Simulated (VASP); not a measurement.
# NaF (Villiaumite) in VASP: further runs, part 2 of 2

VASP 6.6.1. Earlier steps stand in the parts before.

## 4. Single point, HSE06 (strain +2.6%)

The input, POSCAR:

```
NaF
1.0
    0.0000000000      2.3574295281      2.3574295281
    2.3574295281      0.0000000000      2.3574295281
    2.3574295281      2.3574295281      0.0000000000
Na F
1 1
Direct
    0.0000000000      0.0000000000      0.0000000000
    0.5000000000      0.5000000000      0.5000000000
```

The input, INCAR.step1:

```
SYSTEM = NaF
  ALGO = Normal
  EDIFF = 1E-5
  ENCUT = 520
  GGA = PE
  ISIF = 2
  ISMEAR = 0
  LASPH = .TRUE.
  LCHARG = .FALSE.
  LREAL = .FALSE.
  LWAVE = .TRUE.
  NBANDS = 14
  NELM = 60
  PREC = Accurate
  SIGMA = 0.01
```

The input, INCAR.step2:

```
SYSTEM = NaF
  ALGO = Normal
  EDIFF = 1E-6
  ENCUT = 520
  GGA = PE
  HFSCREEN = 0.2079
  ISIF = 2
  ISMEAR = 0
  ISTART = 1
  LASPH = .TRUE.
  LCHARG = .FALSE.
  LHFCALC = .TRUE.
  LREAL = .FALSE.
  LWAVE = .FALSE.
  NBANDS = 14
  NELM = 60
  PREC = Accurate
  PRECFOCK = Normal
  SIGMA = 0.01
```

The input, KPOINTS:

```
k-points
0
G
  6 6 6
  0 0 0
```

Potentials or basis: VASP PAW PBE potentials, release 64 (Na_pv, F).

Started as:

```console
> cat potpaw_PBE.64/Na_pv/POTCAR potpaw_PBE.64/F/POTCAR > POTCAR
> cp INCAR.step1 INCAR
> mpirun -np 1 vasp_std > vasp.out
> cp INCAR.step2 INCAR
> mpirun -np 1 vasp_std > vasp.out
```

OUTCAR:

```text
SYSTEM = NaF
   EDIFF = 1E-6
   ENCUT = 520
   GGA = PE
   HFSCREEN = 0.2079
   ISIF = 2
   ISMEAR = 0
   ISTART = 1
   LASPH = .TRUE.
   LHFCALC = .TRUE.
   LREAL = .FALSE.
   NELM = 60
   PREC = Accurate
   PRECFOCK = Normal

 ion  position               nearest neighbor table
   1  0.000  0.000  0.000-
   2  0.500  0.500  0.500-

  LATTYP: Found a face centered cubic cell.
 ALAT       =     4.7148590562

  Lattice vectors:
[... 455 lines left out ...]
     13      23.9336      0.00000
     14      23.9554      0.00000

------------------------ aborting loop because EDIFF is reached ----------------------------------------

  FORCE on cell =-STRESS in cart. coord.  units (eV):
  Direction    XX          YY          ZZ          XY          YZ          ZX
  --------------------------------------------------------------------------------------
  -------------------------------------------------------------------------------------
  Total       -0.3475618     -0.3475618     -0.3475618      0.0000000      0.0000000      0.0000000
  in kB      -21.2518388    -21.2518388    -21.2518388      0.0000000      0.0000000      0.0000000
  external PRESSURE =     -21.2518388 kB  Pullay stress =       0.0000000 kB

 VOLUME and BASIS-vectors are now :
 -----------------------------------------------------------------------------
  energy-cutoff  :      520.00
  volume of cell :       26.20
      direct lattice vectors                 reciprocal lattice vectors
     0.000000000  2.357429528  2.357429528    -0.212095418  0.212095418  0.212095418
     2.357429528  0.000000000  2.357429528     0.212095418 -0.212095418  0.212095418
     2.357429528  2.357429528  0.000000000     0.212095418  0.212095418 -0.212095418

 POSITION                                       TOTAL-FORCE (eV/Angst)
 -----------------------------------------------------------------------------------
      0.00000      0.00000      0.00000        -0.000000     -0.000000     -0.000000
      2.35743      2.35743      2.35743         0.000000      0.000000      0.000000
 -----------------------------------------------------------------------------------
    total drift:                                0.000000      0.000000      0.000000

  FREE ENERGIE OF THE ION-ELECTRON SYSTEM (eV)
  ---------------------------------------------------
  free  energy   TOTEN  =       -10.3063890651 eV

  energy  without entropy=      -10.3063890651  energy(sigma->0) =      -10.30638907
```

OUTCAR.step1:

```text
SYSTEM = NaF
   EDIFF = 1E-5
   ENCUT = 520
   GGA = PE
   ISIF = 2
   ISMEAR = 0
[... 484 lines left out ...]
      0.00000      0.00000      0.00000        -0.000000      0.000000      0.000000
      2.35743      2.35743      2.35743         0.000000     -0.000000     -0.000000
 -----------------------------------------------------------------------------------
    total drift:                                0.000000      0.000000      0.000000

  FREE ENERGIE OF THE ION-ELECTRON SYSTEM (eV)
  ---------------------------------------------------
  free  energy   TOTEN  =        -8.5693127195 eV

  energy  without entropy=       -8.5693127195  energy(sigma->0) =       -8.56931272
```

OSZICAR.step1:

```text
N       E                     dE             d eps       ncg     rms          rms(c)
DAV:   1     0.109809068899E+03    0.10981E+03   -0.75394E+03   460   0.122E+03
DAV:   2    -0.345103650982E+01   -0.11326E+03   -0.10328E+03   508   0.340E+02
DAV:   3    -0.942364982602E+01   -0.59726E+01   -0.59485E+01   538   0.697E+01
DAV:   4    -0.947498514878E+01   -0.51335E-01   -0.51332E-01   526   0.688E+00
DAV:   5    -0.947548559008E+01   -0.50044E-03   -0.50044E-03   550   0.699E-01    0.543E+00
DAV:   6    -0.857830668626E+01    0.89718E+00   -0.31985E+00   526   0.145E+01    0.186E+00
DAV:   7    -0.856725969663E+01    0.11047E-01   -0.31497E-02   448   0.205E+00    0.107E+00
DAV:   8    -0.856872167594E+01   -0.14620E-02   -0.31168E-02   478   0.360E+00    0.159E-01
DAV:   9    -0.856950736509E+01   -0.78569E-03   -0.50078E-03   538   0.643E-01    0.148E-01
DAV:  10    -0.856931421254E+01    0.19315E-03   -0.11248E-03   484   0.359E-01    0.142E-02
DAV:  11    -0.856931271946E+01    0.14931E-05   -0.36298E-05   532   0.896E-02
   1 F= -.85693127E+01 E0= -.85693127E+01  d E =-.968544E-71
```

Run time: 28 min. Hardware: 1 thread of Oxide Virtual Turin-like, shared host; peak memory 0.22 GiB.

Results:

- Free energy: -10.3064 eV
- Pressure: -2.1 GPa
- Band gap on the k mesh: 8.15 eV, direct

Levels at points of the mesh, in eV from the valence-band top:
| k point | band 4 | band 5 | band 6 | band 7 | band 8 | band 9 | band 10 | band 11 |
| --- | --- | --- | --- | --- | --- | --- | --- | --- |
| (0.00, 0.00, 0.00) | -20.54 | 0.00 | 0.00 | 0.00 | 8.15 | 20.94 | 20.94 | 20.94 |
| (0.50, 0.00, 0.00) | -19.78 | -1.51 | -0.24 | -0.24 | 12.65 | 14.35 | 21.95 | 21.95 |
| (0.50, 0.50, 0.00) | -20.42 | -1.24 | -0.40 | -0.40 | 15.04 | 15.27 | 15.44 | 21.66 |

Caveat: the cell differs from its parent crystal (strain +2.6%); the PAW data sets were made with another functional, which shifts forces and pressure a little.

## 5. The runs side by side

| level | cell | k mesh | smearing | grid for exact exchange (PRECFOCK) | screening parameter | gap on the mesh (eV) | pressure (GPa) |
| --- | --- | --- | --- | --- | --- | --- | --- |
| PBE | a = 3.249, b = 3.265, c = 3.265 Å, angles 59.7, 60.2, 60.2°, 2 atoms | 10 × 10 × 10 | fermi-dirac 0.02 eV | - | - | 6.38 | 2.9 |
| r2SCAN | a = 3.249, b = 3.265, c = 3.265 Å, angles 59.7, 60.2, 60.2°, 2 atoms | 10 × 10 × 10 | gaussian 0.01 eV | - | - | 7.26 | -1.3 |
| HSE06 | a = 3.334 Å, angles 60.0°, 2 atoms | 6 × 6 × 6 | gaussian 0.01 eV | Normal | 0.2079 1/Å | 8.15 | -2.1 |

Alike in all rows: task single point; potentials or basis VASP PAW PBE potentials, release 64 (Na_pv, F); no spin polarisation; cutoff (eV) 520.

Caveats: the PAW data sets were made with another functional, which shifts forces and pressure a little (some runs).

Absolute energies hang on the potentials; compare differences alone.
